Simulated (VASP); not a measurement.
Write the native input for VASP 6.6.1 that does the following.

- Task: electric field gradients
- Functional: PBE
- Potentials or basis: VASP PAW PBE potentials, release 64 (Cu, O)
- Cutoff: 520 eV
- k mesh: 11 × 11 × 7
- Occupations: fermi-dirac, width 0.05 eV
- Spin: collinear spin, ferromagnetic start
- Starting moments: [1.0, 1.0, 0.0, 0.0] μB
- Dipole correction: no
- Further INCAR settings: ALGO = Normal; EDIFF = 1e-08; NBANDS = 29

The structure of CuO lies in POSCAR:

```
CuO
1.0
    2.1247350000     -2.0304310000      0.0000000000
    2.1247350000      2.0304310000      0.0000000000
   -0.2253380000      0.0000000000      5.1557990000
Cu O
2 2
Direct
    0.5000000000      0.0000000000      0.5000000000
    0.0000000000      0.5000000000      0.0000000000
    0.5138720000      0.4861280000      0.2500000000
    0.4861280000      0.5138720000      0.7500000000
```

These files were run (other wordings do the same):

INCAR

```
SYSTEM = CuO
PREC = Accurate
ENCUT = 520
EDIFF = 1E-8
ISMEAR = -1
SIGMA = 0.05
LREAL = .False.
LASPH = .True.
NELM = 150
ALGO = Normal
ISIF = 2
LWAVE = .False.
LCHARG = .False.
ISPIN = 2
MAGMOM = 1 1 0 0
LORBIT = 11
LMAXMIX = 4
GGA = PE
LEFG = .True.
NBANDS = 29
KPAR = 4
```

KPOINTS

```
regular mesh
0
Gamma
  11 11 7
  0 0 0
```

Potentials or basis: VASP PAW PBE potentials, release 64 (Cu, O).

The run is started by

```bash
$ cat potpaw_PBE.64/Cu/POTCAR potpaw_PBE.64/O/POTCAR > POTCAR
$ mpirun -np 4 vasp_std > vasp.out
```

Results of the run:

```
Pressure                                              : 1.2 GPa
Largest force                                         : 0.043 eV/Å
Band gap on the k mesh                                : zero (filled and empty bands overlap)
Net moment                                            : 0.00 μB per cell
Valence electrons inside the program's atomic spheres : Cu 9.89; O 4.95
```

Caveat: without QUAD_EFG the Cq values of the log hold for a quadrupole moment of 1 mb, not for the nuclei; semilocal functionals often make such compounds metallic where correlation or magnetic order opens a gap, which also shifts bond lengths.

Wall time 4.8 min on 4 MPI ranks on AMD EPYC 7R43 64-Core Processor (Zen 3) (shared host), peak memory 0.46 GiB a rank.
